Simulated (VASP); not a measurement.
# MgO (Fm-3m) in VASP: a series of runs, part 2 of 2

VASP 6.6.1. The steps go on from the part before.

## (4) Single point, r2SCAN

This run uses another cell than the first one, of 9.18 Å³/atom.

POSCAR

```
MgO
1.0
    2.0939376711      2.0939376711      0.0000000000
   -2.0939376711      2.0939376711      0.0000000000
    0.0000000000      2.0939376711      2.0939376711
Mg O
1 1
Direct
    0.0000000000      0.0000000000      0.0000000000
    0.5000000000      0.5000000000      0.0000000000
```

INCAR.step1

```
SYSTEM = MgO
PREC = Accurate
ENCUT = 520
ISMEAR = 0
SIGMA = 0.01
LREAL = .FALSE.
LASPH = .TRUE.
NELM = 80
NBANDS = 11
GGA = PE
ALGO = Normal
EDIFF = 1E-4
LWAVE = .TRUE.
LCHARG = .FALSE.
```

INCAR.step2

```
SYSTEM = MgO
PREC = Accurate
ENCUT = 520
EDIFF = 1E-7
ISMEAR = 0
SIGMA = 0.01
LREAL = .FALSE.
LASPH = .TRUE.
NELM = 80
ALGO = Normal
ISIF = 2
LWAVE = .FALSE.
LCHARG = .FALSE.
METAGGA = R2SCAN
LMIXTAU = .TRUE.
NBANDS = 11
ISTART = 1
```

KPOINTS

```
Automatic mesh
0
G
  10 10 10
  0 0 0
```

Potentials or basis: VASP PAW PBE potentials, release 64 (Mg, O).

Run with:

```bash
$ cat potpaw_PBE.64/Mg/POTCAR potpaw_PBE.64/O/POTCAR > POTCAR
$ cp INCAR.step1 INCAR
$ mpirun -np 1 vasp_std > vasp.out
$ cp INCAR.step2 INCAR
$ mpirun -np 1 vasp_std > vasp.out
```

OUTCAR:

```text
SYSTEM = MgO
   PREC = Accurate
   ENCUT = 520
   EDIFF = 1E-7
   ISMEAR = 0
   LREAL = .FALSE.
   LASPH = .TRUE.
   NELM = 80
   ISIF = 2
   METAGGA = R2SCAN
   ISTART = 1

 ion  position               nearest neighbor table
   1  0.000  0.000  0.000-   2 2.09   2 2.09   2 2.09   2 2.09   2 2.09   2 2.09
   2  0.500  0.500  0.000-   1 2.09   1 2.09   1 2.09   1 2.09   1 2.09   1 2.09

  LATTYP: Found a face centered cubic cell.
 ALAT       =     4.1878753422

  Lattice vectors:

 A1 = (   0.0000000000,   2.0939376711,   2.0939376711)
 A2 = (   2.0939376711,   0.0000000000,   2.0939376711)
 A3 = (   2.0939376711,   2.0939376711,   0.0000000000)

Analysis of symmetry for initial positions (statically):
=====================================================================
 Subroutine PRICEL returns:
 Original cell was already a primitive cell.

 Routine SETGRP: Setting up the symmetry group for a
 face centered cubic supercell.

 Subroutine GETGRP returns: Found 48 space group operations
 (whereof 48 operations were pure point group operations)
 out of a pool of 48 trial point group operations.

The static configuration has the point symmetry O_h .

Analysis of symmetry for dynamics (positions and initial velocities):
=====================================================================
 Subroutine PRICEL returns:
 Original cell was already a primitive cell.

 Routine SETGRP: Setting up the symmetry group for a
 face centered cubic supercell.

 Subroutine GETGRP returns: Found 48 space group operations
 (whereof 48 operations were pure point group operations)
 out of a pool of 48 trial point group operations.

The dynamic configuration has the point symmetry O_h .

 Subroutine INISYM returns: Found 48 space group operations
 (whereof 48 operations are pure point group operations),
 and found     1 'primitive' translations

----------------------------------------------------------------------------------------

                                     Primitive cell

  volume of cell :      18.3621

  direct lattice vectors                    reciprocal lattice vectors
     2.093937671  2.093937671  0.000000000     0.238784567  0.238784567 -0.238784567
    -2.093937671  2.093937671  0.000000000    -0.238784567  0.238784567 -0.238784567
     0.000000000  2.093937671  2.093937671     0.000000000  0.000000000  0.477569134

  length of vectors
     2.961275053  2.961275053  2.961275053     0.413587002  0.413587002  0.477569134

  position of ions in fractional coordinates (direct lattice)
     0.000000000  0.000000000  0.000000000
     0.500000000  0.500000000  0.000000000

  ion indices of the primitive-cell ions
   primitive index   ion index
                 1           1
                 2           2

----------------------------------------------------------------------------------------

 KPOINTS: Automatic mesh

Automatic generation of k-mesh.
 Grid dimensions read from file:
 generate k-points for:   10   10   10

 Generating k-lattice:

  Cartesian coordinates                     Fractional coordinates (reciprocal lattice)
     0.023878457  0.023878457 -0.023878457     0.100000000  0.000000000  0.000000000
    -0.023878457  0.023878457 -0.023878457     0.000000000  0.100000000  0.000000000
     0.000000000  0.000000000  0.047756913     0.000000000  0.000000000  0.100000000

  Length of vectors
     0.041358700  0.041358700  0.047756913

  Shift w.r.t. Gamma in fractional coordinates (k-lattice)
     0.000000000  0.000000000  0.000000000

 Subroutine IBZKPT returns following result:
 ===========================================

 Found     47 irreducible k-points:

 Following reciprocal coordinates:
            Coordinates               Weight
  0.000000  0.000000  0.000000      1.000000
  0.100000  0.000000  0.000000      8.000000
  0.200000  0.000000  0.000000      8.000000
  0.300000  0.000000  0.000000      8.000000
  0.400000  0.000000  0.000000      8.000000
  0.500000  0.000000  0.000000      4.000000
[... 16 lines left out ...]
  0.300000  0.300000  0.000000     12.000000
  0.400000  0.300000  0.000000     24.000000
 [... further k-points ...]
   k-points           NKPTS =     47   k-points in BZ     NKDIM =     47   number of bands    NBANDS=     11
   number of dos      NEDOS =    301   number of ions     NIONS =      2
   total plane-waves  NPLWV =  13824
   dimension x,y,z NGX =    24 NGY =   24 NGZ =   24
   dimension x,y,z NGXF=    48 NGYF=   48 NGZF=   48
   ions per type =               1   1
   NGX,Y,Z   is equivalent  to a cutoff of  13.47, 13.47, 13.47 a.u.
   NGXF,Y,Z  is equivalent  to a cutoff of  26.95, 26.95, 26.95 a.u.
 SYSTEM =  MgO
   PREC   = accura    normal or accurate (medium, high low for compatibility)
   ISTART =      1    job   : 0-new  1-cont  2-samecut
   ICHARG =      0    charge: 1-file 2-atom 10-const
   ISPIN  =      1    spin polarized calculation?
   LNONCOLLINEAR =      F non collinear calculations
   LSORBIT =      F    spin-orbit coupling
   LASPH  =      T    aspherical Exc in radial PAW
   ENCUT  =  520.0 eV  38.22 Ry    6.18 a.u.   5.51  5.51  5.51*2*pi/ulx,y,z
   NELM   =     80;   NELMIN=  2; NELMDL=  0     # of ELM steps
   EDIFF  = 0.1E-06   stopping-criterion for ELM
   LREAL  =      F    real-space projection
   EDIFFG = 0.1E-05   stopping-criterion for IOM
   NSW    =      0    number of steps for IOM
   IBRION =     -1    ionic relax: 0-MD 1-quasi-New 2-CG
   NFREE  =      0    steps in history (QN), initial steepest desc. (CG)
   ISIF   =      2    stress and relaxation
   ISYM   =      2    0-nonsym 1-usesym 2-fastsym
   POTIM  = 0.5000    time-step for ionic-motion
   TEBEG  =    0.0;   TEEND  =   0.0 temperature during run
   PSTRESS=    0.0 pullay stress
   NELECT =       8.0000    total number of electrons
   NUPDOWN=      -1.0000    fix difference up-down
   EMIN   =  10.00;   EMAX   =-10.00  energy-range for DOS
   EFERMI =   0.00;   METHOD = LEGACY
   ISMEAR =     0;   SIGMA  =   0.01  broadening in eV -4-tet -1-fermi 0-gaus
   EFERMI_NEDOS =   21; number of points for ismear=-14 and -15
   IALGO  =     38    algorithm
   IMIX   =      4    mixing-type and parameters
     AMIX     =   0.40;   BMIX     =  1.00
     AMIX_MAG =   1.60;   BMIX_MAG =  1.00
  volume/ion in A,a.u.               =       9.18        61.96
  Fermi-wavevector in a.u.,A,eV,Ry     =   1.241074  2.345290 20.956580  1.540265
  Thomas-Fermi vector in A             =   2.375488
   LORBIT       =      0    0 simple, 1 ext, 2 COOP (PROOUT), +10 PAW based schemes
   METAGGA = R2SCAN    functional components
   LHFCALC =     F    Hartree Fock is set to
   AEXX    =    0.0000 exact exchange contribution
   IVDW    =     0    specifies the selected vdW correction
   LEPSILON=     F    determine dielectric tensor
   LRPA    =     F    only Hartree local field effects (RPA)
 non-spin polarized calculation
 Gauss-broadening in eV      SIGMA  =   0.01
  energy-cutoff  :      520.00
  volume of cell :       18.36
 maximum number of plane-waves:       531
 NGX is ok and might be reduce to    24
   NGX = 11   NGY = 11   NGZ = 11

 number of electron       8.0000003 magnetization

 Free energy of the ion-electron system (eV)
  ---------------------------------------------------
  ext. energy  EPLUGINS =         0.00000000
  ---------------------------------------------------
  free energy    TOTEN  =       -16.16097309 eV

  energy without entropy =      -16.16097309  energy(sigma->0) =      -16.16097309

 E-fermi :   2.9446     XC(G=0): -11.6842

 val. band max:        2.9037623732   @ k =   0.0000   0.0000   0.0000
 cond. band min:       8.6844664507   @ k =   0.0000   0.0000   0.0000
 fundamental gap:      5.7807040776
 Fermi energy:         2.9446229331

 k-point     1 :       0.0000    0.0000    0.0000
  band No.  band energies     occupation
      1     -15.3860      2.00000
      2       2.9038      2.00000
      3       2.9038      2.00000
      4       2.9038      2.00000
      5       8.6845      0.00000
      6      19.8390      0.00000
      7      19.8390      0.00000
      8      19.8391      0.00000
      9      24.0342      0.00000
     10      25.8206      0.00000
     11      25.8206      0.00000
[... 309 lines left out ...]
 k-point    24 :       0.4000    0.3000    0.0000
  band No.  band energies     occupation
      1     -13.8609      2.00000
      2      -0.7169      2.00000
      3       0.1878      2.00000
      4       1.8138      2.00000
      5      14.1235      0.00000
      6      16.2992      0.00000
      7      16.8585      0.00000
      8      22.2141      0.00000
      9      23.0218      0.00000
     10      28.4210      0.00000
     11      32.1015      0.00000

 [... further k-points ...]
[... 5 lines left out ...]
  --------------------------------------------------------------------------------------
  -------------------------------------------------------------------------------------
  Total        0.0993943      0.0993943      0.0993943      0.0000000      0.0000000     -0.0000000
  in kB        8.6726283      8.6726283      8.6726283      0.0000000      0.0000000     -0.0000000
  external PRESSURE =       8.6726283 kB  Pullay stress =       0.0000000 kB

 VOLUME and BASIS-vectors are now :
 -----------------------------------------------------------------------------
  energy-cutoff  :      520.00
  volume of cell :       18.36
      direct lattice vectors                 reciprocal lattice vectors
     2.093937671  2.093937671  0.000000000     0.238784567  0.238784567 -0.238784567
    -2.093937671  2.093937671  0.000000000    -0.238784567  0.238784567 -0.238784567
     0.000000000  2.093937671  2.093937671     0.000000000  0.000000000  0.477569134

 POSITION                                       TOTAL-FORCE (eV/Angst)
 -----------------------------------------------------------------------------------
      0.00000      0.00000      0.00000         0.000000      0.000000      0.000000
      0.00000      2.09394      0.00000        -0.000000     -0.000000      0.000000
 -----------------------------------------------------------------------------------
    total drift:                                0.000000     -0.000000     -0.000000

  FREE ENERGIE OF THE ION-ELECTRON SYSTEM (eV)
  ---------------------------------------------------
  free  energy   TOTEN  =       -16.1609730875 eV

  energy  without entropy=      -16.1609730875  energy(sigma->0) =      -16.16097309
```

Run time: 40 s. Hardware: 1 thread of Intel Xeon 8259CL, shared host; peak memory 0.15 GiB.

What came out:

```yaml
Free_energy: -16.1610 eV
Pressure: 0.9 GPa
Band_gap_on_the_k_mesh: 5.78 eV
```

Caveat: the PAW data sets were made with another functional, which shifts forces and pressure a little.

## (5) Single point, r2SCAN

This run uses another cell than the first one, of 9.40 Å³/atom.

POSCAR

```
MgO
1.0
    2.1107768177      2.1107768177      0.0000000000
   -2.1107768177      2.1107768177      0.0000000000
    0.0000000000      2.1107768177      2.1107768177
Mg O
1 1
Direct
    0.0000000000      0.0000000000      0.0000000000
    0.5000000000      0.5000000000      0.0000000000
```

INCAR.step1

```
SYSTEM = MgO
ALGO     = Normal         ! electronic algorithm
EDIFF    = 1E-4           ! SCF threshold, eV
ENCUT    = 520            ! plane-wave cutoff, eV
GGA      = PE             ! functional
ISMEAR   = 0              ! smearing method
LASPH    = .TRUE.         ! aspherical terms in the spheres
LCHARG   = .FALSE.        ! write CHGCAR
LREAL    = .FALSE.        ! projectors in reciprocal space
LWAVE    = .TRUE.         ! write WAVECAR
NBANDS   = 11             ! bands
NELM     = 60             ! most SCF steps
PREC     = Accurate       ! precision mode
SIGMA    = 0.01           ! smearing width, eV
```

INCAR.step2

```
SYSTEM = MgO
ALGO     = Normal         ! electronic algorithm
EDIFF    = 1E-7           ! SCF threshold, eV
ENCUT    = 520            ! plane-wave cutoff, eV
ISIF     = 2              ! what is computed and relaxed
ISMEAR   = 0              ! smearing method
ISTART   = 1            
LASPH    = .TRUE.         ! aspherical terms in the spheres
LCHARG   = .FALSE.        ! write CHGCAR
LMIXTAU  = .TRUE.       
LREAL    = .FALSE.        ! projectors in reciprocal space
LWAVE    = .FALSE.        ! write WAVECAR
METAGGA  = R2SCAN         ! meta-GGA
NBANDS   = 11             ! bands
NELM     = 60             ! most SCF steps
PREC     = Accurate       ! precision mode
SIGMA    = 0.01           ! smearing width, eV
```

KPOINTS

```
k-points
0
G
  10 10 10
  0 0 0
```

Potentials or basis: VASP PAW PBE potentials, release 64 (Mg, O).

Run with:

```bash
$ cat potpaw_PBE.64/Mg/POTCAR potpaw_PBE.64/O/POTCAR > POTCAR
$ cp INCAR.step1 INCAR
$ mpirun -np 1 vasp_std > vasp.out
$ cp INCAR.step2 INCAR
$ mpirun -np 1 vasp_std > vasp.out
```

OUTCAR:

```text
SYSTEM = MgO
   EDIFF = 1E-7
   ENCUT = 520
   ISIF = 2
   ISMEAR = 0
   ISTART = 1
   LASPH = .TRUE.
   LREAL = .FALSE.
   METAGGA = R2SCAN
   NELM = 60
   PREC = Accurate

 ion  position               nearest neighbor table
   1  0.000  0.000  0.000-   2 2.11   2 2.11   2 2.11   2 2.11   2 2.11   2 2.11
   2  0.500  0.500  0.000-   1 2.11   1 2.11   1 2.11   1 2.11   1 2.11   1 2.11

  LATTYP: Found a face centered cubic cell.
 ALAT       =     4.2215536354

  Lattice vectors:

 A1 = (   0.0000000000,   2.1107768177,   2.1107768177)
 A2 = (   2.1107768177,   0.0000000000,   2.1107768177)
 A3 = (   2.1107768177,   2.1107768177,   0.0000000000)

Analysis of symmetry for initial positions (statically):
=====================================================================
 Subroutine PRICEL returns:
 Original cell was already a primitive cell.

 Routine SETGRP: Setting up the symmetry group for a
 face centered cubic supercell.

 Subroutine GETGRP returns: Found 48 space group operations
 (whereof 48 operations were pure point group operations)
 out of a pool of 48 trial point group operations.

The static configuration has the point symmetry O_h .

Analysis of symmetry for dynamics (positions and initial velocities):
=====================================================================
 Subroutine PRICEL returns:
 Original cell was already a primitive cell.

 Routine SETGRP: Setting up the symmetry group for a
 face centered cubic supercell.

 Subroutine GETGRP returns: Found 48 space group operations
 (whereof 48 operations were pure point group operations)
 out of a pool of 48 trial point group operations.

The dynamic configuration has the point symmetry O_h .

 Subroutine INISYM returns: Found 48 space group operations
 (whereof 48 operations are pure point group operations),
 and found     1 'primitive' translations

----------------------------------------------------------------------------------------

[... 114 lines left out ...]
  Fermi-wavevector in a.u.,A,eV,Ry     =   1.231173  2.326580 20.623543  1.515788
  Thomas-Fermi vector in A             =   2.365993
   LORBIT       =      0    0 simple, 1 ext, 2 COOP (PROOUT), +10 PAW based schemes
   METAGGA = R2SCAN    functional components
   LHFCALC =     F    Hartree Fock is set to
   AEXX    =    0.0000 exact exchange contribution
   IVDW    =     0    specifies the selected vdW correction
   LEPSILON=     F    determine dielectric tensor
   LRPA    =     F    only Hartree local field effects (RPA)
 non-spin polarized calculation
 Gauss-broadening in eV      SIGMA  =   0.01
  energy-cutoff  :      520.00
  volume of cell :       18.81
 maximum number of plane-waves:       531
 NGX is ok and might be reduce to    24
   NGX = 11   NGY = 11   NGZ = 11

 number of electron       8.0000005 magnetization

 Free energy of the ion-electron system (eV)
  ---------------------------------------------------
  ext. energy  EPLUGINS =         0.00000000
  ---------------------------------------------------
  free energy    TOTEN  =       -16.15837652 eV

  energy without entropy =      -16.15837652  energy(sigma->0) =      -16.15837652

 E-fermi :   2.8552     XC(G=0): -11.5603

 val. band max:        2.7265228311   @ k =   0.0000   0.0000   0.0000
 cond. band min:       8.2625041101   @ k =   0.0000   0.0000   0.0000
 fundamental gap:      5.5359812789
 Fermi energy:         2.8552302206

 k-point     1 :       0.0000    0.0000    0.0000
  band No.  band energies     occupation
      1     -15.4398      2.00000
      2       2.7265      2.00000
      3       2.7265      2.00000
      4       2.7265      2.00000
      5       8.2625      0.00000
      6      19.5200      0.00000
      7      19.5200      0.00000
      8      19.5200      0.00000
      9      23.6461      0.00000
     10      25.4063      0.00000
     11      25.4063      0.00000
[... 309 lines left out ...]
 k-point    24 :       0.4000    0.3000    0.0000
  band No.  band energies     occupation
      1     -13.9835      2.00000
      2      -0.8068      2.00000
      3       0.0791      2.00000
      4       1.6692      2.00000
      5      13.7941      0.00000
      6      15.8675      0.00000
      7      16.4185      0.00000
      8      21.7061      0.00000
      9      22.5154      0.00000
     10      27.9546      0.00000
     11      31.4735      0.00000

 [... further k-points ...]
[... 5 lines left out ...]
  --------------------------------------------------------------------------------------
  -------------------------------------------------------------------------------------
  Total       -0.3667632     -0.3667632     -0.3667632      0.0000000      0.0000000      0.0000000
  in kB      -31.2420367    -31.2420367    -31.2420367      0.0000000      0.0000000      0.0000000
  external PRESSURE =     -31.2420367 kB  Pullay stress =       0.0000000 kB

 VOLUME and BASIS-vectors are now :
 -----------------------------------------------------------------------------
  energy-cutoff  :      520.00
  volume of cell :       18.81
      direct lattice vectors                 reciprocal lattice vectors
     2.110776818  2.110776818  0.000000000     0.236879615  0.236879615 -0.236879615
    -2.110776818  2.110776818  0.000000000    -0.236879615  0.236879615 -0.236879615
     0.000000000  2.110776818  2.110776818     0.000000000  0.000000000  0.473759230

 POSITION                                       TOTAL-FORCE (eV/Angst)
 -----------------------------------------------------------------------------------
      0.00000      0.00000      0.00000         0.000000     -0.000000      0.000000
      0.00000      2.11078      0.00000        -0.000000      0.000000      0.000000
 -----------------------------------------------------------------------------------
    total drift:                                0.000000     -0.000000     -0.000000

  FREE ENERGIE OF THE ION-ELECTRON SYSTEM (eV)
  ---------------------------------------------------
  free  energy   TOTEN  =       -16.1583765245 eV

  energy  without entropy=      -16.1583765245  energy(sigma->0) =      -16.15837652
```

Wall time 33 s (1 thread of Intel Xeon 8259CL, shared host); peak memory 0.15 GiB.

What came out:

- Free energy: -16.1584 eV
- Pressure: -3.1 GPa
- Band gap on the k mesh: 5.54 eV

Caveat: the cell stands under tension; the PAW data sets were made with another functional, which shifts forces and pressure a little.

## (6) The runs side by side

```csv
cell,gap on the mesh (eV),pressure (GPa)
"a = 2.935 Å, angles 60.0, 60.0, 90.0°, 2 atoms",6.06,5.9
"a = 2.961 Å, angles 60.0, 60.0, 90.0°, 2 atoms",5.78,0.9
"a = 2.985 Å, angles 60.0, 60.0, 90.0°, 2 atoms",5.54,-3.1
```

Alike in all rows: task single point; level r2SCAN; potentials or basis VASP PAW PBE potentials, release 64 (Mg, O); no spin polarisation; k mesh 10 × 10 × 10; cutoff (eV) 520; smearing gaussian 0.01 eV.

Caveats: the PAW data sets were made with another functional, which shifts forces and pressure a little; the cell stands under pressure (at least some runs); the cell stands under tension (at least some runs).

Absolute energies hang on the potentials; compare differences alone.

## (7) Comparison with measurements

Step 4. Measured gap of MgO: 7.83 eV (quoted in “Electronic structure of alkaline earth and post-transition metal oxides”, 2009, arxiv:0908.1581). This calculation gives 5.78 eV (-2.05 eV). The value is that of r2SCAN, without temperature or zero-point motion.
